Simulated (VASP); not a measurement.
# MgO (P6_3/mmc) in VASP: notebook

The runs below take MgO through single point, with PBE.

Everything below comes from runs of VASP 6.6.1. Logs are shortened: lines on timing, memory, paths and dates and some standing lists are left out, and cuts for length are marked.

## Step 1: The cell of the first run

The structure is hexagonal, space group P6_3/mmc (No. 194). The conventional cell has a = 3.697 Å, b = 3.697 Å, c = 4.282 Å, α = 90.00°, β = 90.00°, γ = 120.00°. Within 2.8 Å of Mg (site symmetry -6m2) lie 5 O at 2.13 to 2.14 Å. Within 2.8 Å of O (site symmetry -6m2) lie 5 Mg at 2.13 to 2.14 Å.

## Step 2: Single point, PBE

INCAR

```
SYSTEM = MgO
PREC = Accurate ; ENCUT = 520
EDIFF = 1E-6 ; ISMEAR = 0
SIGMA = 0.05 ; LREAL = .FALSE.
LASPH = .TRUE. ; NELM = 100
ALGO = Normal ; ISIF = 2
LWAVE = .FALSE. ; LCHARG = .TRUE.
GGA = PE ; LELF = .TRUE.
LVHAR = .TRUE. ; NBANDS = 16
```

KPOINTS

```
Automatic mesh
0
G
  9 9 6
  0 0 0
```

POSCAR

```
MgO
1.0
    3.6974000000      0.0000000000      0.0000000000
   -1.8487000000      3.2020423279      0.0000000000
    0.0000000000      0.0000000000      4.2818000000
Mg O
2 2
Direct
    0.6666666667      0.3333333333      0.7500000000
    0.3333333333      0.6666666667      0.2500000000
    0.6666666667      0.3333333333      0.2500000000
    0.3333333333      0.6666666667      0.7500000000
```

Potentials or basis: VASP PAW PBE potentials, release 64 (Mg, O).

On the command line:

```sh
$ cat potpaw_PBE.64/Mg/POTCAR potpaw_PBE.64/O/POTCAR > POTCAR
$ mpirun -np 1 vasp_std > vasp.out
```

OUTCAR:

```text
SYSTEM = MgO
   PREC = Accurate
   ENCUT = 520
   EDIFF = 1E-6
   ISMEAR = 0
   LREAL = .FALSE.
   LASPH = .TRUE.
   NELM = 100
   ISIF = 2
   GGA = PE

 ion  position               nearest neighbor table
   1  0.667  0.333  0.750-   4 2.13   4 2.13   4 2.13   3 2.14   3 2.14   2 3.02   2 3.02   2 3.02
                             2 3.02   2 3.02   2 3.02
   2  0.333  0.667  0.250-   3 2.13   3 2.13   3 2.13   4 2.14   4 2.14   1 3.02   1 3.02   1 3.02
                             1 3.02   1 3.02   1 3.02
   3  0.667  0.333  0.250-   2 2.13   2 2.13   2 2.13   1 2.14   1 2.14
   4  0.333  0.667  0.750-   1 2.13   1 2.13   1 2.13   2 2.14   2 2.14

  LATTYP: Found a hexagonal cell.
 ALAT       =     3.6974000000
 C/A-ratio  =     1.1580570130

  Lattice vectors:

 A1 = (   3.6974000000,   0.0000000000,   0.0000000000)
 A2 = (  -1.8487000000,   3.2020423279,   0.0000000000)
 A3 = (   0.0000000000,   0.0000000000,   4.2818000000)

Analysis of symmetry for initial positions (statically):
=====================================================================
 Subroutine PRICEL returns:
 Original cell was already a primitive cell.

 Routine SETGRP: Setting up the symmetry group for a
 hexagonal supercell.

 Subroutine GETGRP returns: Found 24 space group operations
 (whereof 12 operations were pure point group operations)
 out of a pool of 24 trial point group operations.

The static configuration has the point symmetry D_3d.
 The point group associated with its full space group is D_6h.

Analysis of symmetry for dynamics (positions and initial velocities):
=====================================================================
 Subroutine PRICEL returns:
 Original cell was already a primitive cell.

 Routine SETGRP: Setting up the symmetry group for a
 hexagonal supercell.

 Subroutine GETGRP returns: Found 24 space group operations
 (whereof 12 operations were pure point group operations)
 out of a pool of 24 trial point group operations.

The dynamic configuration has the point symmetry D_3d.
 The point group associated with its full space group is D_6h.

 Subroutine INISYM returns: Found 24 space group operations
 (whereof 12 operations are pure point group operations),
 and found     1 'primitive' translations

----------------------------------------------------------------------------------------

                                     Primitive cell

  volume of cell :      50.6932

  direct lattice vectors                    reciprocal lattice vectors
     3.697400000  0.000000000  0.000000000     0.270460323  0.156150341  0.000000000
    -1.848700000  3.202042328  0.000000000     0.000000000  0.312300681  0.000000000
[... 96 lines left out ...]
   ISYM   =      2    0-nonsym 1-usesym 2-fastsym
   POTIM  = 0.5000    time-step for ionic-motion
   TEBEG  =    0.0;   TEEND  =   0.0 temperature during run
   PSTRESS=    0.0 pullay stress
   NELECT =      16.0000    total number of electrons
   NUPDOWN=      -1.0000    fix difference up-down
   EMIN   =  10.00;   EMAX   =-10.00  energy-range for DOS
   EFERMI =   0.00;   METHOD = LEGACY
   ISMEAR =     0;   SIGMA  =   0.05  broadening in eV -4-tet -1-fermi 0-gaus
   EFERMI_NEDOS =   21; number of points for ismear=-14 and -15
   IALGO  =     38    algorithm
   IMIX   =      4    mixing-type and parameters
     AMIX     =   0.40;   BMIX     =  1.00
     AMIX_MAG =   1.60;   BMIX_MAG =  1.00
  volume/ion in A,a.u.               =      12.67        85.52
  Fermi-wavevector in a.u.,A,eV,Ry     =   1.114632  2.106349 16.903941  1.242405
  Thomas-Fermi vector in A             =   2.251229
   LORBIT       =      0    0 simple, 1 ext, 2 COOP (PROOUT), +10 PAW based schemes
   GGA     = PE    functional components
   LHFCALC =     F    Hartree Fock is set to
   AEXX    =    0.0000 exact exchange contribution
   IVDW    =     0    specifies the selected vdW correction
   LEPSILON=     F    determine dielectric tensor
   LRPA    =     F    only Hartree local field effects (RPA)
 non-spin polarized calculation
 Gauss-broadening in eV      SIGMA  =   0.05
  energy-cutoff  :      520.00
  volume of cell :       50.69
 maximum number of plane-waves:      1383
 NGX is ok and might be reduce to    28
   NGX = 13   NGY = 13   NGZ = 15

 number of electron      15.9999997 magnetization

 Free energy of the ion-electron system (eV)
  ---------------------------------------------------
  ext. energy  EPLUGINS =         0.00000000
  ---------------------------------------------------
  free energy    TOTEN  =       -23.46565802 eV

  energy without entropy =      -23.46565802  energy(sigma->0) =      -23.46565802

 E-fermi :   1.2964     XC(G=0):  -9.4519

 val. band max:        1.0687336778   @ k =   0.0000   0.0000   0.0000
 cond. band min:       3.8785513628   @ k =   0.0000   0.0000   0.0000
 fundamental gap:      2.8098176850
 Fermi energy:         1.2963655124

 k-point     1 :       0.0000    0.0000    0.0000
  band No.  band energies     occupation
      1     -15.2374      2.00000
      2     -14.1303      2.00000
      3      -1.9805      2.00000
      4      -0.3922      2.00000
      5      -0.3922      2.00000
      6       0.5300      2.00000
[... 433 lines left out ...]
      3      -1.8696      2.00000
      4      -1.3602      2.00000
      5      -1.3602      2.00000
      6       0.1375      2.00000
[... 8 lines left out ...]
     15      14.6073      0.00000
     16      16.1021      0.00000

 [... further k-points ...]

------------------------ aborting loop because EDIFF is reached ----------------------------------------

  FORCE on cell =-STRESS in cart. coord.  units (eV):
  Direction    XX          YY          ZZ          XY          YZ          ZX
  --------------------------------------------------------------------------------------
  -------------------------------------------------------------------------------------
  Total       -3.6978225     -3.6978225     -2.9340556      0.0000000     -0.0000000     -0.0000000
  in kB     -116.8710002   -116.8710002    -92.7318758      0.0000000     -0.0000000     -0.0000000
  external PRESSURE =    -108.8246254 kB  Pullay stress =       0.0000000 kB

 VOLUME and BASIS-vectors are now :
 -----------------------------------------------------------------------------
  energy-cutoff  :      520.00
  volume of cell :       50.69
      direct lattice vectors                 reciprocal lattice vectors
     3.697400000  0.000000000  0.000000000     0.270460323  0.156150341  0.000000000
    -1.848700000  3.202042328  0.000000000     0.000000000  0.312300681  0.000000000
     0.000000000  0.000000000  4.281800000     0.000000000  0.000000000  0.233546639

 POSITION                                       TOTAL-FORCE (eV/Angst)
 -----------------------------------------------------------------------------------
      1.84870      1.06735      3.21135        -0.000000      0.000000      0.000000
     -0.00000      2.13469      1.07045        -0.000000     -0.000000      0.000000
      1.84870      1.06735      1.07045        -0.000000      0.000000      0.000000
     -0.00000      2.13469      3.21135         0.000000     -0.000000      0.000000
 -----------------------------------------------------------------------------------
    total drift:                               -0.000000     -0.000000     -0.000000

  FREE ENERGIE OF THE ION-ELECTRON SYSTEM (eV)
  ---------------------------------------------------
  free  energy   TOTEN  =       -23.4656580185 eV

  energy  without entropy=      -23.4656580185  energy(sigma->0) =      -23.46565802
```

Run time: 45 s. Hardware: 1 thread of AMD EPYC 7R43 (Zen 3), shared host; peak memory 0.15 GiB.

What came out:

```
Free energy            : -23.4657 eV
Pressure               : -10.9 GPa
Band gap on the k mesh : 2.81 eV
```

Caveat: the cell stands under tension.

## Step 3: Single point, PBE

INCAR

```
ALGO = Normal ; EDIFF = 1E-6
ENCUT = 520 ; GGA = PE
ISIF = 2 ; ISMEAR = 0
LASPH = T ; LCHARG = F
LREAL = F ; LWAVE = F
NBANDS = 16 ; NELM = 80
PREC = Accurate ; SIGMA = 0.05
```

KPOINTS

```
k-points
0
Gamma
  9 9 6
```

POSCAR

```
MgO
1.0
    3.6622000000      0.0000000000      0.0000000000
   -1.8311000000      3.1715582337      0.0000000000
    0.0000000000      0.0000000000      4.3666000000
Mg O
2 2
Direct
    0.6666666667      0.3333333333      0.7500000000
    0.3333333333      0.6666666667      0.2500000000
    0.6666666667      0.3333333333      0.2500000000
    0.3333333333      0.6666666667      0.7500000000
```

Potentials or basis: VASP PAW PBE potentials, release 64 (Mg, O).

On the command line:

```sh
$ cat potpaw_PBE.64/Mg/POTCAR potpaw_PBE.64/O/POTCAR > POTCAR
$ mpirun -np 1 vasp_std > vasp.out
```

OUTCAR:

```text
EDIFF = 1E-6
   ENCUT = 520
   GGA = PE
   ISIF = 2
   ISMEAR = 0
   LASPH = T
   LREAL = F
   NELM = 80
   PREC = Accurate

 ion  position               nearest neighbor table
   1  0.667  0.333  0.750-   4 2.11   4 2.11   4 2.11   3 2.18   3 2.18   2 3.04   2 3.04   2 3.04
                             2 3.04   2 3.04   2 3.04
   2  0.333  0.667  0.250-   3 2.11   3 2.11   3 2.11   4 2.18   4 2.18   1 3.04   1 3.04   1 3.04
                             1 3.04   1 3.04   1 3.04
   3  0.667  0.333  0.250-   2 2.11   2 2.11   2 2.11   1 2.18   1 2.18
   4  0.333  0.667  0.750-   1 2.11   1 2.11   1 2.11   2 2.18   2 2.18

  LATTYP: Found a hexagonal cell.
 ALAT       =     3.6622000000
 C/A-ratio  =     1.1923434001

  Lattice vectors:

 A1 = (   3.6622000000,   0.0000000000,   0.0000000000)
 A2 = (  -1.8311000000,   3.1715582337,   0.0000000000)
 A3 = (   0.0000000000,   0.0000000000,   4.3666000000)

Analysis of symmetry for initial positions (statically):
=====================================================================
[... 182 lines left out ...]
 cond. band min:       3.8754463607   @ k =   0.0000   0.0000   0.0000
 fundamental gap:      2.7477417312
 Fermi energy:         1.3617857155

 k-point     1 :       0.0000    0.0000    0.0000
  band No.  band energies     occupation
      1     -15.2206      2.00000
      2     -14.1514      2.00000
      3      -2.0123      2.00000
      4      -0.3460      2.00000
      5      -0.3460      2.00000
      6       0.5039      2.00000
[... 433 lines left out ...]
      3      -1.8507      2.00000
      4      -1.3469      2.00000
      5      -1.3469      2.00000
      6       0.1317      2.00000
[... 8 lines left out ...]
     15      14.4030      0.00000
     16      16.1024      0.00000

 [... further k-points ...]

------------------------ aborting loop because EDIFF is reached ----------------------------------------

  FORCE on cell =-STRESS in cart. coord.  units (eV):
  Direction    XX          YY          ZZ          XY          YZ          ZX
  --------------------------------------------------------------------------------------
  -------------------------------------------------------------------------------------
  Total       -3.5734700     -3.5734700     -3.5582815      0.0000000     -0.0000000      0.0000000
  in kB     -112.8866435   -112.8866435   -112.4068363      0.0000000     -0.0000000      0.0000000
  external PRESSURE =    -112.7267078 kB  Pullay stress =       0.0000000 kB

 VOLUME and BASIS-vectors are now :
 -----------------------------------------------------------------------------
  energy-cutoff  :      520.00
  volume of cell :       50.72
      direct lattice vectors                 reciprocal lattice vectors
     3.662200000  0.000000000  0.000000000     0.273059909  0.157651212  0.000000000
    -1.831100000  3.171558234  0.000000000     0.000000000  0.315302424  0.000000000
     0.000000000  0.000000000  4.366600000     0.000000000  0.000000000  0.229011130

 POSITION                                       TOTAL-FORCE (eV/Angst)
 -----------------------------------------------------------------------------------
      1.83110      1.05719      3.27495        -0.000000     -0.000000      0.000000
     -0.00000      2.11437      1.09165         0.000000      0.000000      0.000000
      1.83110      1.05719      1.09165         0.000000     -0.000000      0.000000
     -0.00000      2.11437      3.27495        -0.000000      0.000000      0.000000
 -----------------------------------------------------------------------------------
    total drift:                               -0.000000      0.000000     -0.000000

  FREE ENERGIE OF THE ION-ELECTRON SYSTEM (eV)
  ---------------------------------------------------
  free  energy   TOTEN  =       -23.4713572945 eV

  energy  without entropy=      -23.4713572945  energy(sigma->0) =      -23.47135729
```

Run time: 43 s. Hardware: 1 thread of AMD EPYC 7R43 (Zen 3), shared host; peak memory 0.14 GiB.

Results:

```yaml
Free_energy: -23.4714 eV
Pressure: -11.3 GPa
Band_gap_on_the_k_mesh: 2.75 eV
```

Caveat: the cell stands under tension.

(Continued in part 2 of 3.)
